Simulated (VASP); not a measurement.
# ZrIn (P4/mmm) in VASP: notebook

ZrIn is run at these levels: LDA; tasks: single point.

Program: VASP 6.6.1. These are calculated values, not measurements. Logs are shortened: lines on timing, memory, paths and dates and some standing lists are left out, and cuts for length are marked.

## Step 1: The cell of the first run

The structure is tetragonal, space group P4/mmm (No. 123). The conventional cell has a = 3.141 Å, b = 3.141 Å, c = 4.454 Å, α = 90.00°, β = 90.00°, γ = 90.00°. Within 4.1 Å of Zr (site symmetry 4/mmm) lie 4 Zr at 3.14 Å and 8 In at 3.15 Å. Within 4.1 Å of In (site symmetry 4/mmm) lie 4 In at 3.14 Å and 8 Zr at 3.15 Å.

## Step 2: Single point, LDA, collinear spin

Contents of INCAR:

```
PREC = Accurate
ENCUT = 520
EDIFF = 1E-6
ISMEAR = -1
SIGMA = 0.05
LREAL = False
LASPH = True
NELM = 150
ALGO = Normal
ISIF = 2
LWAVE = False
LCHARG = False
ISPIN = 2
MAGMOM = 1.4 0
LORBIT = 11
NUPDOWN = 1.4
LMAXMIX = 4
GGA = CA
NBANDS = 24
```

Contents of KPOINTS:

```
regular mesh
0
Gamma
  12 12 9
```

Contents of POSCAR:

```
ZrIn
1.0
    3.1406491600      0.0000000000      0.0000000000
    0.0000000000      3.1406491600      0.0000000000
    0.0000000000      0.0000000000      4.4541007200
Zr In
1 1
Direct
    0.0000000000      0.0000000000      0.0000000000
    0.5000000000      0.5000000000      0.5000000000
```

Potentials or basis: VASP PAW LDA potentials, release 64 (Zr_sv, In_d).

Launch:

```bash
cat potpaw_LDA.64/Zr_sv/POTCAR potpaw_LDA.64/In_d/POTCAR > POTCAR
mpirun -np 1 vasp_std > vasp.out
```

OUTCAR:

```text
PREC = Accurate
   ENCUT = 520
   EDIFF = 1E-6
   ISMEAR = -1
   LREAL = False
   LASPH = True
   NELM = 150
   ISIF = 2
   ISPIN = 2
   LORBIT = 11
   NUPDOWN = 1.4
   GGA = CA

 ion  position               nearest neighbor table
   1  0.000  0.000  0.000-   2 3.15   2 3.15   2 3.15   2 3.15   2 3.15   2 3.15   2 3.15   2 3.15

   2  0.500  0.500  0.500-   1 3.15   1 3.15   1 3.15   1 3.15   1 3.15   1 3.15   1 3.15   1 3.15

  LATTYP: Found a simple tetragonal cell.
 ALAT       =     3.1406491600
 C/A-ratio  =     1.4182102149

  Lattice vectors:

 A1 = (   3.1406491600,   0.0000000000,   0.0000000000)
 A2 = (   0.0000000000,   3.1406491600,   0.0000000000)
 A3 = (   0.0000000000,   0.0000000000,   4.4541007200)

Analysis of symmetry for initial positions (statically):
=====================================================================
 Subroutine PRICEL returns:
 Original cell was already a primitive cell.

 Routine SETGRP: Setting up the symmetry group for a
 simple tetragonal supercell.

 Subroutine GETGRP returns: Found 16 space group operations
 (whereof 16 operations were pure point group operations)
 out of a pool of 16 trial point group operations.

The static configuration has the point symmetry D_4h.

Analysis of symmetry for dynamics (positions and initial velocities):
=====================================================================
 Subroutine PRICEL returns:
 Original cell was already a primitive cell.

 Routine SETGRP: Setting up the symmetry group for a
 simple tetragonal supercell.

 Subroutine GETGRP returns: Found 16 space group operations
 (whereof 16 operations were pure point group operations)
 out of a pool of 16 trial point group operations.

The dynamic configuration has the point symmetry D_4h.

Analysis of structural, dynamic, and magnetic symmetry:
=====================================================================
 Subroutine PRICEL returns:
 Original cell was already a primitive cell.

 Routine SETGRP: Setting up the symmetry group for a
 simple tetragonal supercell.

 Subroutine GETGRP returns: Found 16 space group operations
 (whereof 16 operations were pure point group operations)
 out of a pool of 16 trial point group operations.

The overall configuration has the point symmetry D_4h.

 Subroutine INISYM returns: Found 16 space group operations
 (whereof 16 operations are pure point group operations),
 and found     1 'primitive' translations

----------------------------------------------------------------------------------------

                                     Primitive cell

  volume of cell :      43.9338

  direct lattice vectors                    reciprocal lattice vectors
     3.140649160  0.000000000  0.000000000     0.318405511  0.000000000  0.000000000
     0.000000000  3.140649160  0.000000000     0.000000000  0.318405511  0.000000000
     0.000000000  0.000000000  4.454100720     0.000000000  0.000000000  0.224512211

  length of vectors
     3.140649160  3.140649160  4.454100720     0.318405511  0.318405511  0.224512211

  position of ions in fractional coordinates (direct lattice)
     0.000000000  0.000000000  0.000000000
     0.500000000  0.500000000  0.500000000

  ion indices of the primitive-cell ions
   primitive index   ion index
                 1           1
                 2           2

----------------------------------------------------------------------------------------

 KPOINTS: regular mesh

Automatic generation of k-mesh.
 Grid dimensions read from file:
 generate k-points for:   12   12    9

 Generating k-lattice:

  Cartesian coordinates                     Fractional coordinates (reciprocal lattice)
     0.026533793  0.000000000  0.000000000     0.083333333  0.000000000  0.000000000
     0.000000000  0.026533793  0.000000000     0.000000000  0.083333333  0.000000000
     0.000000000  0.000000000  0.024945801     0.000000000  0.000000000  0.111111111

  Length of vectors
     0.026533793  0.026533793  0.024945801

  Shift w.r.t. Gamma in fractional coordinates (k-lattice)
     0.000000000  0.000000000  0.000000000

 Subroutine IBZKPT returns following result:
 ===========================================

 Found    140 irreducible k-points:

 Following reciprocal coordinates:
            Coordinates               Weight
  0.000000  0.000000  0.000000      1.000000
  0.083333  0.000000  0.000000      4.000000
  0.166667  0.000000  0.000000      4.000000
  0.250000  0.000000  0.000000      4.000000
  0.333333  0.000000  0.000000      4.000000
  0.416667  0.000000  0.000000      4.000000
[... 16 lines left out ...]
  0.333333  0.333333  0.000000      4.000000
  0.416667  0.333333  0.000000      8.000000
 [... further k-points ...]
   k-points           NKPTS =    140   k-points in BZ     NKDIM =    140   number of bands    NBANDS=     24
   number of dos      NEDOS =    301   number of ions     NIONS =      2
   total plane-waves  NPLWV =  20736
   dimension x,y,z NGX =    24 NGY =   24 NGZ =   36
   dimension x,y,z NGXF=    48 NGYF=   48 NGZF=   72
   ions per type =               1   1
   NGX,Y,Z   is equivalent  to a cutoff of  12.70, 12.70, 13.44 a.u.
   NGXF,Y,Z  is equivalent  to a cutoff of  25.41, 25.41, 26.87 a.u.
 SYSTEM =  unknown system
   PREC   = accura    normal or accurate (medium, high low for compatibility)
   ISTART =      0    job   : 0-new  1-cont  2-samecut
   ICHARG =      2    charge: 1-file 2-atom 10-const
   ISPIN  =      2    spin polarized calculation?
   LNONCOLLINEAR =      F non collinear calculations
   LSORBIT =      F    spin-orbit coupling
   LASPH  =      T    aspherical Exc in radial PAW
   ENCUT  =  520.0 eV  38.22 Ry    6.18 a.u.   5.84  5.84  8.28*2*pi/ulx,y,z
   NELM   =    150;   NELMIN=  2; NELMDL= -5     # of ELM steps
   EDIFF  = 0.1E-05   stopping-criterion for ELM
   LREAL  =      F    real-space projection
   EDIFFG = 0.1E-04   stopping-criterion for IOM
   NSW    =      0    number of steps for IOM
   IBRION =     -1    ionic relax: 0-MD 1-quasi-New 2-CG
   NFREE  =      0    steps in history (QN), initial steepest desc. (CG)
   ISIF   =      2    stress and relaxation
   ISYM   =      2    0-nonsym 1-usesym 2-fastsym
   POTIM  = 0.5000    time-step for ionic-motion
   TEBEG  =    0.0;   TEEND  =   0.0 temperature during run
   PSTRESS=    0.0 pullay stress
   NELECT =      25.0000    total number of electrons
   NUPDOWN=       1.4000    fix difference up-down
   EMIN   =  10.00;   EMAX   =-10.00  energy-range for DOS
   EFERMI =   0.00;   METHOD = LEGACY
   ISMEAR =    -1;   SIGMA  =   0.05  broadening in eV -4-tet -1-fermi 0-gaus
   EFERMI_NEDOS =   21; number of points for ismear=-14 and -15
   IALGO  =     38    algorithm
   IMIX   =      4    mixing-type and parameters
     AMIX     =   0.40;   BMIX     =  1.00
     AMIX_MAG =   1.60;   BMIX_MAG =  1.00
  volume/ion in A,a.u.               =      21.97       148.24
  Fermi-wavevector in a.u.,A,eV,Ry     =   1.356611  2.563622 25.040058  1.840392
  Thomas-Fermi vector in A             =   2.483599
   LORBIT       =     11    0 simple, 1 ext, 2 COOP (PROOUT), +10 PAW based schemes
   GGA     = CA    functional components
   LHFCALC =     F    Hartree Fock is set to
   AEXX    =    0.0000 exact exchange contribution
   IVDW    =     0    specifies the selected vdW correction
   LEPSILON=     F    determine dielectric tensor
   LRPA    =     F    only Hartree local field effects (RPA)
 spin polarized calculation
  energy-cutoff  :      520.00
  volume of cell :       43.93
 maximum number of plane-waves:      1216
 NGX is ok and might be reduce to    24
   NGX = 11   NGY = 11   NGZ = 17

 number of electron      25.0000006 magnetization       1.4000001

 Free energy of the ion-electron system (eV)
  ---------------------------------------------------
  ext. energy  EPLUGINS =         0.00000000
  ---------------------------------------------------
  free energy    TOTEN  =       -12.80519516 eV

  energy without entropy =      -12.79304266  energy(sigma->0) =      -12.79911891

 E-fermi :   8.8409     XC(G=0): -11.4749

 val. band max:       10.1623247923   @ k =   0.2500   0.2500   0.1111
 cond. band min:       8.8441695732   @ k =   0.1667   0.0000   0.1111
 fundamental gap:     -1.3181552191
 Fermi energy:        10.1835890919

 spin component 1

 k-point     1 :       0.0000    0.0000    0.0000
  band No.  band energies     occupation
      1     -39.4992      1.00000
      2     -17.7809      1.00000
      3     -17.3853      1.00000
      4     -17.3853      1.00000
      5      -5.3053      1.00000
      6      -5.0459      1.00000
[... 16 lines left out ...]
     23      24.0001      0.00000
     24      24.0156      0.00000
[... 598 lines left out ...]
      2     -17.9261      1.00000
      3     -17.7997      1.00000
      4     -17.6541      1.00000
      5      -5.1086      1.00000
      6      -5.0130      1.00000
[... 16 lines left out ...]
     23      23.9391      0.00000
     24      24.4985      0.00000

 [... further k-points ...]

 spin component 2

 k-point     1 :       0.0000    0.0000    0.0000
  band No.  band energies     occupation
      1     -39.0684      1.00000
      2     -17.3146      1.00000
      3     -16.8917      1.00000
      4     -16.8917      1.00000
      5      -5.2657      1.00000
      6      -5.0077      1.00000
[... 16 lines left out ...]
     23      24.3987      0.00000
     24      24.4921      0.00000
[... 598 lines left out ...]
      2     -17.4111      1.00000
      3     -17.2887      1.00000
      4     -17.1901      1.00000
      5      -5.0644      1.00000
      6      -4.9669      1.00000
[... 16 lines left out ...]
     23      24.3689      0.00000
     24      24.8736      0.00000

 [... further k-points ...]

------------------------ aborting loop because EDIFF is reached ----------------------------------------

  FORCE on cell =-STRESS in cart. coord.  units (eV):
  Direction    XX          YY          ZZ          XY          YZ          ZX
  --------------------------------------------------------------------------------------
  -------------------------------------------------------------------------------------
  Total       -0.7400102     -0.7400102     -0.9329499      0.0000000     -0.0000000     -0.0000000
  in kB      -26.9866758    -26.9866758    -34.0227963      0.0000000     -0.0000000     -0.0000000
  external PRESSURE =     -29.3320493 kB  Pullay stress =       0.0000000 kB

 VOLUME and BASIS-vectors are now :
 -----------------------------------------------------------------------------
  energy-cutoff  :      520.00
  volume of cell :       43.93
      direct lattice vectors                 reciprocal lattice vectors
     3.140649160  0.000000000  0.000000000     0.318405511  0.000000000  0.000000000
     0.000000000  3.140649160  0.000000000     0.000000000  0.318405511  0.000000000
     0.000000000  0.000000000  4.454100720     0.000000000  0.000000000  0.224512211

 POSITION                                       TOTAL-FORCE (eV/Angst)
 -----------------------------------------------------------------------------------
      0.00000      0.00000      0.00000         0.000000      0.000000      0.000000
      1.57032      1.57032      2.22705         0.000000      0.000000      0.000000
 -----------------------------------------------------------------------------------
    total drift:                                0.000000      0.000000     -0.000000

  FREE ENERGIE OF THE ION-ELECTRON SYSTEM (eV)
  ---------------------------------------------------
  free  energy   TOTEN  =       -12.8051951607 eV

  energy  without entropy=      -12.7930426573  energy(sigma->0) =      -12.79911891

 total charge

# of ion       s       p       d       tot
------------------------------------------
    1        2.178   5.953   1.702   9.833
    2        0.890   0.839   9.850  11.578
--------------------------------------------------
tot          3.067   6.792  11.552  21.412

 magnetization (x)

# of ion       s       p       d       tot
------------------------------------------
    1        0.025   0.023   0.734   0.782
    2        0.006   0.064   0.028   0.098
--------------------------------------------------
tot          0.031   0.086   0.762   0.880
```

Run time: 81 s. Hardware: 1 thread of Intel Xeon 6975P-C (Granite Rapids), shared host; peak memory 0.31 GiB.

Results:

* Free energy: -12.8052 eV
* Pressure: -2.9 GPa
* Net moment: 1.40 μB per cell
* Site moments: Zr +0.78; In +0.10 μB
* Valence electrons inside the program's atomic spheres: Zr 9.83; In 11.58

Stress tensor (GPa, compression positive):
```
-2.70  0.00  0.00
 0.00 -2.70  0.00
 0.00  0.00 -3.40
```

Caveat: spin-orbit coupling is left out, which moves the levels of the heavy elements; the total moment is fixed, so each spin has its own Fermi level and the state may be an excited one.

## Step 3: Single point, LDA, collinear spin

Contents of INCAR:

```
SYSTEM = ZrIn
ALGO = Normal
EDIFF = 1E-6
ENCUT = 520
ISIF = 2
ISMEAR = -1
ISPIN = 2
LASPH = .True.
LCHARG = .False.
LMAXMIX = 4
LORBIT = 11
LREAL = .False.
LWAVE = .False.
MAGMOM = 1.4 0
NBANDS = 24
NELM = 150
NUPDOWN = 1.4
PREC = Accurate
SIGMA = 0.05
```

Contents of KPOINTS:

```
k-points
0
Gamma
  12 12 9
  0 0 0
```

POSCAR is that of step 2.

Potentials or basis: VASP PAW LDA potentials, release 64 (Zr_sv, In_d).

Launch:

```bash
cat potpaw_LDA.64/Zr_sv/POTCAR potpaw_LDA.64/In_d/POTCAR > POTCAR
mpirun -np 1 vasp_std > vasp.out
```

OUTCAR:

```text
SYSTEM = ZrIn
   EDIFF = 1E-6
   ENCUT = 520
   ISIF = 2
   ISMEAR = -1
   ISPIN = 2
   LASPH = .True.
   LORBIT = 11
   LREAL = .False.
   NELM = 150
   NUPDOWN = 1.4
   PREC = Accurate

 ion  position               nearest neighbor table
   1  0.000  0.000  0.000-   2 3.15   2 3.15   2 3.15   2 3.15   2 3.15   2 3.15   2 3.15   2 3.15

   2  0.500  0.500  0.500-   1 3.15   1 3.15   1 3.15   1 3.15   1 3.15   1 3.15   1 3.15   1 3.15

  LATTYP: Found a simple tetragonal cell.
 ALAT       =     3.1406491600
 C/A-ratio  =     1.4182102149

  Lattice vectors:

 A1 = (   3.1406491600,   0.0000000000,   0.0000000000)
 A2 = (   0.0000000000,   3.1406491600,   0.0000000000)
 A3 = (   0.0000000000,   0.0000000000,   4.4541007200)

Analysis of symmetry for initial positions (statically):
=====================================================================
 Subroutine PRICEL returns:
 Original cell was already a primitive cell.

 Routine SETGRP: Setting up the symmetry group for a
 simple tetragonal supercell.

 Subroutine GETGRP returns: Found 16 space group operations
 (whereof 16 operations were pure point group operations)
 out of a pool of 16 trial point group operations.

The static configuration has the point symmetry D_4h.

Analysis of symmetry for dynamics (positions and initial velocities):
=====================================================================
 Subroutine PRICEL returns:
 Original cell was already a primitive cell.

 Routine SETGRP: Setting up the symmetry group for a
 simple tetragonal supercell.

 Subroutine GETGRP returns: Found 16 space group operations
 (whereof 16 operations were pure point group operations)
 out of a pool of 16 trial point group operations.

The dynamic configuration has the point symmetry D_4h.

Analysis of structural, dynamic, and magnetic symmetry:
=====================================================================
 Subroutine PRICEL returns:
 Original cell was already a primitive cell.

 Routine SETGRP: Setting up the symmetry group for a
 simple tetragonal supercell.

[... 147 lines left out ...]
  ---------------------------------------------------
  free energy    TOTEN  =       -12.80519516 eV

  energy without entropy =      -12.79304266  energy(sigma->0) =      -12.79911891

 E-fermi :   8.8409     XC(G=0): -11.4749

 val. band max:       10.1623247923   @ k =   0.2500   0.2500   0.1111
 cond. band min:       8.8441695732   @ k =   0.1667   0.0000   0.1111
 fundamental gap:     -1.3181552191
 Fermi energy:        10.1835890919

 spin component 1

 k-point     1 :       0.0000    0.0000    0.0000
  band No.  band energies     occupation
      1     -39.4992      1.00000
      2     -17.7809      1.00000
      3     -17.3853      1.00000
      4     -17.3853      1.00000
      5      -5.3053      1.00000
      6      -5.0459      1.00000
[... 637 lines left out ...]
     23      23.9391      0.00000
     24      24.4985      0.00000

 [... further k-points ...]

 spin component 2

 k-point     1 :       0.0000    0.0000    0.0000
  band No.  band energies     occupation
      1     -39.0684      1.00000
      2     -17.3146      1.00000
      3     -16.8917      1.00000
      4     -16.8917      1.00000
      5      -5.2657      1.00000
      6      -5.0077      1.00000
[... 637 lines left out ...]
     23      24.3689      0.00000
     24      24.8736      0.00000

 [... further k-points ...]

------------------------ aborting loop because EDIFF is reached ----------------------------------------

  FORCE on cell =-STRESS in cart. coord.  units (eV):
  Direction    XX          YY          ZZ          XY          YZ          ZX
  --------------------------------------------------------------------------------------
  -------------------------------------------------------------------------------------
  Total       -0.7400102     -0.7400102     -0.9329499      0.0000000     -0.0000000     -0.0000000
  in kB      -26.9866758    -26.9866758    -34.0227963      0.0000000     -0.0000000     -0.0000000
  external PRESSURE =     -29.3320493 kB  Pullay stress =       0.0000000 kB

 VOLUME and BASIS-vectors are now :
 -----------------------------------------------------------------------------
  energy-cutoff  :      520.00
  volume of cell :       43.93
      direct lattice vectors                 reciprocal lattice vectors
     3.140649160  0.000000000  0.000000000     0.318405511  0.000000000  0.000000000
     0.000000000  3.140649160  0.000000000     0.000000000  0.318405511  0.000000000
     0.000000000  0.000000000  4.454100720     0.000000000  0.000000000  0.224512211

 POSITION                                       TOTAL-FORCE (eV/Angst)
 -----------------------------------------------------------------------------------
      0.00000      0.00000      0.00000         0.000000      0.000000      0.000000
      1.57032      1.57032      2.22705         0.000000      0.000000      0.000000
 -----------------------------------------------------------------------------------
    total drift:                                0.000000      0.000000     -0.000000

  FREE ENERGIE OF THE ION-ELECTRON SYSTEM (eV)
  ---------------------------------------------------
  free  energy   TOTEN  =       -12.8051951607 eV

  energy  without entropy=      -12.7930426573  energy(sigma->0) =      -12.79911891

 total charge

# of ion       s       p       d       tot
------------------------------------------
    1        2.178   5.953   1.702   9.833
    2        0.890   0.839   9.850  11.578
--------------------------------------------------
tot          3.067   6.792  11.552  21.412

 magnetization (x)

# of ion       s       p       d       tot
------------------------------------------
    1        0.025   0.023   0.734   0.782
    2        0.006   0.064   0.028   0.098
--------------------------------------------------
tot          0.031   0.086   0.762   0.880
```

stdout:

```text
POSCAR found type information on POSCAR ZrIn
 POSCAR found :  2 types and       2 ions
 scaLAPACK will be used
 LDA part: xc-table for (Slater(with rela. corr.)+CA(PZ))
 , standard interpolation
 POSCAR, INCAR and KPOINTS ok, starting setup
 FFT: planning ... GRIDC
 FFT: planning ... GRID_SOFT
 FFT: planning ... GRID
 WAVECAR not read
 entering main loop
```

It took 80 s on 1 thread of Intel Xeon 6975P-C (Granite Rapids), shared host; peak memory 0.31 GiB.

What came out:

```yaml
Free_energy: -12.8052 eV
Pressure: -2.9 GPa
Net_moment: 1.40 μB per cell
Site_moments: Zr +0.78; In +0.10 μB
Valence_electrons_inside_the_program's_atomic_spheres: Zr 9.83; In 11.58
```

Stress tensor (GPa, compression positive):
```
-2.70  0.00  0.00
 0.00 -2.70  0.00
 0.00  0.00 -3.40
```

Caveat: spin-orbit coupling is left out, which moves the levels of the heavy elements; the total moment is fixed, so each spin has its own Fermi level and the state may be an excited one.
